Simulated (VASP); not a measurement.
# Mg (P6_3/mmc) in VASP: a series of runs, part 2 of 2

VASP 6.6.1.

## (4) Relaxation of cell and atoms, LDA

This run uses another cell than the first one, of 23.17 Å³/atom.

INCAR

```
ALGO = Normal
EDIFF = 1E-7
EDIFFG = -0.02
ENCUT = 600
GGA = CA
GGA_COMPAT = False
IBRION = 2
ISIF = 3
ISMEAR = -1
LASPH = True
LCHARG = False
LREAL = False
LWAVE = False
NELM = 120
NELMIN = 4
NSW = 80
PREC = Accurate
SIGMA = 0.05
```

KPOINTS

```
k-points
0
Gamma
  8 8 5
```

POSCAR

```
Mg
1.0
    3.2000000000      0.0000000000      0.0000000000
   -1.6000000000      2.7712812921      0.0000000000
    0.0000000000      0.0000000000      5.2256000000
Mg
2
Direct
    0.3333333333      0.6666666667      0.2500000000
    0.6666666667      0.3333333333      0.7500000000
```

Potentials or basis: VASP PAW LDA potentials, release 64 (Mg).

The run is started by

```bash
cat potpaw_LDA.64/Mg/POTCAR > POTCAR
mpirun -np 1 vasp_std > vasp.out
```

OUTCAR:

```text
EDIFF = 1E-7
   EDIFFG = -0.02
   ENCUT = 600
   GGA = CA
   IBRION = 2
   ISIF = 3
   ISMEAR = -1
   LASPH = True
   LREAL = False
   NELM = 120
   NELMIN = 4
   NSW = 80
   PREC = Accurate

 ion  position               nearest neighbor table
   1  0.333  0.667  0.250-   2 3.20   2 3.20   2 3.20   2 3.20   2 3.20   2 3.20
   2  0.667  0.333  0.750-   1 3.20   1 3.20   1 3.20   1 3.20   1 3.20   1 3.20

  LATTYP: Found a hexagonal cell.
 ALAT       =     3.2000000000
 C/A-ratio  =     1.6330000000

  Lattice vectors:

 A1 = (   3.2000000000,   0.0000000000,   0.0000000000)
 A2 = (  -1.6000000000,   2.7712812921,   0.0000000000)
 A3 = (   0.0000000000,   0.0000000000,   5.2256000000)

Analysis of symmetry for initial positions (statically):
=====================================================================
 Subroutine PRICEL returns:
 Original cell was already a primitive cell.

 Routine SETGRP: Setting up the symmetry group for a
 hexagonal supercell.

 Subroutine GETGRP returns: Found 24 space group operations
 (whereof 12 operations were pure point group operations)
 out of a pool of 24 trial point group operations.

The static configuration has the point symmetry D_3d.
 The point group associated with its full space group is D_6h.

Analysis of symmetry for dynamics (positions and initial velocities):
=====================================================================
 Subroutine PRICEL returns:
 Original cell was already a primitive cell.

 Routine SETGRP: Setting up the symmetry group for a
 hexagonal supercell.

 Subroutine GETGRP returns: Found 24 space group operations
 (whereof 12 operations were pure point group operations)
 out of a pool of 24 trial point group operations.

The dynamic configuration has the point symmetry D_3d.
 The point group associated with its full space group is D_6h.

 Subroutine INISYM returns: Found 24 space group operations
 (whereof 12 operations are pure point group operations),
 and found     1 'primitive' translations

----------------------------------------------------------------------------------------

                                     Primitive cell

  volume of cell :      46.3411

  direct lattice vectors                    reciprocal lattice vectors
     3.200000000  0.000000000  0.000000000     0.312500000  0.180421959  0.000000000
    -1.600000000  2.771281292  0.000000000     0.000000000  0.360843918  0.000000000
     0.000000000  0.000000000  5.225600000     0.000000000  0.000000000  0.191365585

  length of vectors
     3.200000000  3.200000000  5.225600000     0.360843918  0.360843918  0.191365585

  position of ions in fractional coordinates (direct lattice)
     0.333333333  0.666666667  0.250000000
     0.666666667  0.333333333  0.750000000

  ion indices of the primitive-cell ions
   primitive index   ion index
                 1           1
                 2           2

----------------------------------------------------------------------------------------
[... 51 lines left out ...]
 [... further k-points ...]
   k-points           NKPTS =     30   k-points in BZ     NKDIM =     30   number of bands    NBANDS=      6
   number of dos      NEDOS =    301   number of ions     NIONS =      2
   total plane-waves  NPLWV =  32928
   dimension x,y,z NGX =    28 NGY =   28 NGZ =   42
   dimension x,y,z NGXF=    56 NGYF=   56 NGZF=   84
   ions per type =               2
   NGX,Y,Z   is equivalent  to a cutoff of  14.55, 14.55, 13.36 a.u.
   NGXF,Y,Z  is equivalent  to a cutoff of  29.09, 29.09, 26.72 a.u.
 SYSTEM =  unknown system
   PREC   = accura    normal or accurate (medium, high low for compatibility)
   ISTART =      0    job   : 0-new  1-cont  2-samecut
   ICHARG =      2    charge: 1-file 2-atom 10-const
   ISPIN  =      1    spin polarized calculation?
   LNONCOLLINEAR =      F non collinear calculations
   LSORBIT =      F    spin-orbit coupling
   LASPH  =      T    aspherical Exc in radial PAW
   ENCUT  =  600.0 eV  44.10 Ry    6.64 a.u.   6.39  6.39 10.44*2*pi/ulx,y,z
   NELM   =    120;   NELMIN=  4; NELMDL= -5     # of ELM steps
   EDIFF  = 0.1E-06   stopping-criterion for ELM
   LREAL  =      F    real-space projection
   EDIFFG = -.2E-01   stopping-criterion for IOM
   NSW    =     80    number of steps for IOM
   IBRION =      2    ionic relax: 0-MD 1-quasi-New 2-CG
   NFREE  =      1    steps in history (QN), initial steepest desc. (CG)
   ISIF   =      3    stress and relaxation
   ISYM   =      2    0-nonsym 1-usesym 2-fastsym
   POTIM  = 0.5000    time-step for ionic-motion
   TEBEG  =    0.0;   TEEND  =   0.0 temperature during run
   PSTRESS=    0.0 pullay stress
   NELECT =       4.0000    total number of electrons
   NUPDOWN=      -1.0000    fix difference up-down
   EMIN   =  10.00;   EMAX   =-10.00  energy-range for DOS
   EFERMI =   0.00;   METHOD = LEGACY
   ISMEAR =    -1;   SIGMA  =   0.05  broadening in eV -4-tet -1-fermi 0-gaus
   EFERMI_NEDOS =   21; number of points for ismear=-14 and -15
   IALGO  =     38    algorithm
   IMIX   =      4    mixing-type and parameters
     AMIX     =   0.40;   BMIX     =  1.00
     AMIX_MAG =   1.60;   BMIX_MAG =  1.00
  volume/ion in A,a.u.               =      23.17       156.36
  Fermi-wavevector in a.u.,A,eV,Ry     =   0.723501  1.367219  7.122023  0.523454
  Thomas-Fermi vector in A             =   1.813734
   LORBIT       =      0    0 simple, 1 ext, 2 COOP (PROOUT), +10 PAW based schemes
   GGA     = CA    functional components
   LHFCALC =     F    Hartree Fock is set to
   AEXX    =    0.0000 exact exchange contribution
   IVDW    =     0    specifies the selected vdW correction
   LEPSILON=     F    determine dielectric tensor
   LRPA    =     F    only Hartree local field effects (RPA)
 conjugate gradient relaxation of ions
 non-spin polarized calculation
  energy-cutoff  :      600.00
  volume of cell :       46.34
 maximum number of plane-waves:      1578
 NGX is ok and might be reduce to    28
   NGX = 13   NGY = 13   NGZ = 21

--------------------------------------- Ionic step        1  -------------------------------------------

 number of electron       4.0000000 magnetization

 Free energy of the ion-electron system (eV)
  ---------------------------------------------------
  ext. energy  EPLUGINS =         0.00000000
  ---------------------------------------------------
  free energy    TOTEN  =        -3.62005800 eV

  energy without entropy =       -3.61557879  energy(sigma->0) =       -3.61781840

------------------------ aborting loop because EDIFF is reached ----------------------------------------

  FORCE on cell =-STRESS in cart. coord.  units (eV):
  Direction    XX          YY          ZZ          XY          YZ          ZX
  --------------------------------------------------------------------------------------
  -------------------------------------------------------------------------------------
  Total       -0.7571177     -0.7571177     -0.8194943      0.0000000      0.0000000      0.0000000
  in kB      -26.1762395    -26.1762395    -28.3328162      0.0000000      0.0000000      0.0000000
  external PRESSURE =     -26.8950984 kB  Pullay stress =       0.0000000 kB
[... 59 lines left out ...]
--------------------------------------- Ionic step        3  -------------------------------------------

 number of electron       4.0000000 magnetization

 Free energy of the ion-electron system (eV)
  ---------------------------------------------------
  ext. energy  EPLUGINS =         0.00000000
  ---------------------------------------------------
  free energy    TOTEN  =        -3.65063337 eV

  energy without entropy =       -3.64558911  energy(sigma->0) =       -3.64811124

 E-fermi :   2.8165     XC(G=0):  -8.8957

 val. band max:        2.7880657381   @ k =   0.2500   0.2500   0.2000
 cond. band min:       3.0836610721   @ k =   0.2500   0.1250   0.0000
 fundamental gap:      0.2955953339
 Fermi energy:         2.8165420844

 k-point     1 :       0.0000    0.0000    0.0000
  band No.  band energies     occupation
      1      -4.3863      2.00000
      2       1.0394      2.00000
      3       1.5175      2.00000
      4      14.1475      0.00000
      5      14.1475      0.00000
      6      14.3367      0.00000
[... 199 lines left out ...]
 k-point    24 :       0.3750    0.0000    0.4000
  band No.  band energies     occupation
      1      -0.6376      2.00000
      2       0.4643      2.00000
      3       4.2621      0.00000
      4       5.3180      0.00000
      5       9.0372      0.00000
      6      11.0480      0.00000

 [... further k-points ...]

------------------------ aborting loop because EDIFF is reached ----------------------------------------

  FORCE on cell =-STRESS in cart. coord.  units (eV):
  Direction    XX          YY          ZZ          XY          YZ          ZX
  --------------------------------------------------------------------------------------
  -------------------------------------------------------------------------------------
  Total       -0.0082776     -0.0082776     -0.0130716      0.0000000      0.0000000      0.0000000
  in kB       -0.3086756     -0.3086756     -0.4874490      0.0000000      0.0000000      0.0000000
  external PRESSURE =      -0.3682667 kB  Pullay stress =       0.0000000 kB
[... 17 lines left out ...]
  FREE ENERGIE OF THE ION-ELECTRON SYSTEM (eV)
  ---------------------------------------------------
  free  energy   TOTEN  =        -3.6506333742 eV

  energy  without entropy=       -3.6455891087  energy(sigma->0) =       -3.64811124

 reached required accuracy - stopping structural energy minimisation
```

Wall time 10 s (1 thread of Intel Xeon Platinum 8488C (Sapphire Rapids), shared host); peak memory 0.16 GiB.

Results:

* Free energy: -3.6506 eV
* Relaxed volume: 21.48 Å³/atom
* Relaxed cell: a = 3.122 Å, b = 3.122 Å, c = 5.089 Å, α = 90.00°, β = 90.00°, γ = 120.00°
* Space group after relaxing (to 0.1 Å): P6_3/mmc (No. 194)
* Energy gained by relaxing: 15.3 meV/atom
* Ionic steps: 3
* Pressure after relaxing: 0.0 GPa
* Band gap on the k mesh: zero (bands 2 and 3 overlap by 2.34 eV)

The path:
```csv
step,energy change (eV),largest force (eV/Å),pressure (GPa),volume (Å³)
1,0.0000,0.0000,-2.69,46.34
2,-0.0285,0.0000,-0.78,43.78
3,-0.0306,0.0000,-0.04,42.96
```

Final structure:
```cif
data_structure
_symmetry_space_group_name_H-M 'P 1'
_symmetry_Int_Tables_number 1
_cell_length_a 3.1224
_cell_length_b 3.1224
_cell_length_c 5.0885
_cell_angle_alpha 90.000
_cell_angle_beta 90.000
_cell_angle_gamma 120.000
_cell_volume 42.96
loop_
_atom_site_label
_atom_site_type_symbol
_atom_site_fract_x
_atom_site_fract_y
_atom_site_fract_z
_atom_site_occupancy
Mg1 Mg 0.33333 0.66667 0.25000 1
Mg2 Mg 0.66667 0.33333 0.75000 1
```

## (5) Summary

| task | cell | gap on the mesh (eV) | pressure (GPa) | relaxed volume (Å³/atom) |
| --- | --- | --- | --- | --- |
| single point | a = 3.133, b = 3.133, c = 5.105 Å, angles 90.0, 90.0, 120.0°, 2 atoms | none | -0.4 | - |
| relaxation of cell and atoms | relaxed from a = 3.133, b = 3.133, c = 5.105 Å, angles 90.0, 90.0, 120.0°, 2 atoms | none | -0.1 | 21.51 |
| relaxation of cell and atoms | relaxed from a = 3.200, b = 3.200, c = 5.226 Å, angles 90.0, 90.0, 120.0°, 2 atoms | none | 0.0 | 21.48 |

Alike in all rows: level LDA; potentials or basis VASP PAW LDA potentials, release 64 (Mg); no spin polarisation; k mesh 8 × 8 × 5; cutoff (eV) 600; smearing fermi-dirac 0.05 eV.

Total energies depend on the potentials used, so only differences within one code and one set of settings carry meaning.
